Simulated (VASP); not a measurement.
Here is a VASP 6.6.1 calculation.

Contents of INCAR:

```
SYSTEM = CuSi16
PREC = Accurate ; ENCUT = 520
EDIFF = 1E-7 ; ISMEAR = 0
SIGMA = 0.02 ; LREAL = Auto
LASPH = .TRUE. ; NELM = 60
ALGO = Normal ; ISIF = 2
LWAVE = .FALSE. ; LCHARG = .FALSE.
GGA = PE ; IVDW = 12
NBANDS = 52 ; NELECT = 74.0
```

File KPOINTS:

```
Automatic mesh
0
G
  2 2 2
  0 0 0
```

The input POSCAR:

```
CuSi16
1.0
    0.0000000000      5.4300000000      5.4300000000
    5.4300000000      0.0000000000      5.4300000000
    5.4300000000      5.4300000000      0.0000000000
Si Cu
16 1
Direct
   -0.0335044638      0.0058869029      0.0060660771
    0.1222101361      0.1136086348      0.1140986157
    0.0092515693     -0.0116597881      0.4979320788
    0.1287835885      0.1187067762      0.6383362189
    0.0090968083      0.4975806566     -0.0113755848
    0.1286223148      0.6382153784      0.1190230045
    0.0120296282      0.5013182586      0.5016747824
    0.1545065358      0.6172022183      0.6175058922
    0.4964171590     -0.0033350111     -0.0028286601
    0.5947803332      0.1360520726      0.1367057602
    0.5025050001     -0.0052780026      0.5101328005
    0.6372455482      0.1195572610      0.6248352152
    0.5024105125      0.5095121565     -0.0045897977
    0.6370730806      0.6242926345      0.1202713392
    0.5256792842      0.4920239739      0.4927452988
    0.6394093041      0.6222121660      0.6228924010
    0.1687231610      0.2735576113      0.2734916581
```

Potentials or basis: VASP PAW PBE potentials, release 64 (Si, Cu).

Command:

```bash
$ cat potpaw_PBE.64/Si/POTCAR potpaw_PBE.64/Cu/POTCAR > POTCAR
$ mpirun -np 1 vasp_std > vasp.out
```

Question: Predict the largest force.

Answer: 0.027 eV/Å.

Question: What does it give for the dispersion energy per atom?

Answer: -0.334 eV.

Forces in eV/Å, atoms in the order of the input:
```
Si  -0.002  0.015  0.017
Si   0.001 -0.016 -0.010
Si  -0.001  0.007 -0.004
Si   0.003 -0.020 -0.012
Si   0.004  0.000  0.008
Si  -0.003 -0.010 -0.023
Si   0.012  0.003  0.007
Si   0.001 -0.003 -0.007
Si   0.007  0.012  0.006
Si  -0.020  0.001  0.003
Si   0.003  0.003  0.002
Si  -0.009 -0.004  0.001
Si   0.008  0.000  0.004
Si  -0.013  0.001 -0.002
Si   0.007 -0.004  0.000
Si  -0.013 -0.003 -0.004
Cu   0.013  0.019  0.014
```

Caveat: the k points lie up to 0.50 Å⁻¹ apart; the cell carries a net charge on a neutralising background, which shifts energy and pressure.
